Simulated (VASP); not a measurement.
Input of a VASP 6.6.1 run:

POSCAR

```
BAsI6
1.0
    4.4037881409     -3.9984149426     -0.0092039835
    4.4037881409      3.9984149426     -0.0092039835
   -0.0268210003      0.0000000000     11.7613315385
B As I
1 1 6
Direct
    0.8487197748      0.8487197748      0.8104987562
    0.0652355853      0.0652355853      0.2676662508
    0.4901742024     -0.0114320984      0.2216931328
   -0.0114320984      0.4901742024      0.2216931328
    0.5540067042      1.0124660551      0.7349764297
    1.0124660551      0.5540067042      0.7349764297
    0.0523285114      0.0523285114      0.4844336923
   -0.0114977448     -0.0114977448      0.9580631558
```

Contents of INCAR.step1:

```
ALGO = Normal
EDIFF = 1E-4
ENCUT = 520
GGA = PE
ISMEAR = -1
LASPH = T
LCHARG = F
LREAL = F
LWAVE = T
NBANDS = 35
NELM = 60
PREC = Accurate
SIGMA = 0.03
```

INCAR.step2

```
ALGO = Normal
BPARAM = 11.95
CPARAM = 0.0093
EDIFF = 1E-6
ENCUT = 520
ISIF = 2
ISMEAR = -1
ISTART = 1
IVDW_NL = 2
LASPH = T
LCHARG = T
LELF = T
LMIXTAU = T
LREAL = F
LUSE_VDW = T
LVHAR = T
LWAVE = F
METAGGA = R2SCAN
NBANDS = 35
NELM = 60
PREC = Accurate
SIGMA = 0.03
```

File KPOINTS:

```
k-points
0
Gamma
  4 4 2
```

Potentials or basis: VASP PAW PBE potentials, release 64 (B, As, I).

Command:

```sh
$ cat potpaw_PBE.64/B/POTCAR potpaw_PBE.64/As/POTCAR potpaw_PBE.64/I/POTCAR > POTCAR
$ cp INCAR.step1 INCAR
$ mpirun -np 1 vasp_std > vasp.out
$ cp INCAR.step2 INCAR
$ mpirun -np 1 vasp_std > vasp.out
```

Question: What does it give for the band gap on the k mesh?

Answer: 1.43 eV.

Question: Predict the pressure.

Answer: 0.0 GPa.

Question: Estimate the largest force.

Answer: 0.018 eV/Å.

Forces on the atoms (eV/Å):
```
B    0.000  0.000 -0.001
As  -0.016  0.000 -0.007
I    0.009 -0.010 -0.002
I    0.009  0.010 -0.002
I    0.001 -0.003  0.001
I    0.001  0.003  0.001
I    0.001  0.000  0.013
I   -0.004  0.000 -0.004
```

Caveat: the PAW data sets were made with another functional, which shifts forces and pressure a little; spin-orbit coupling is left out, which moves the levels of the heavy elements. A k mesh can miss the band edges.
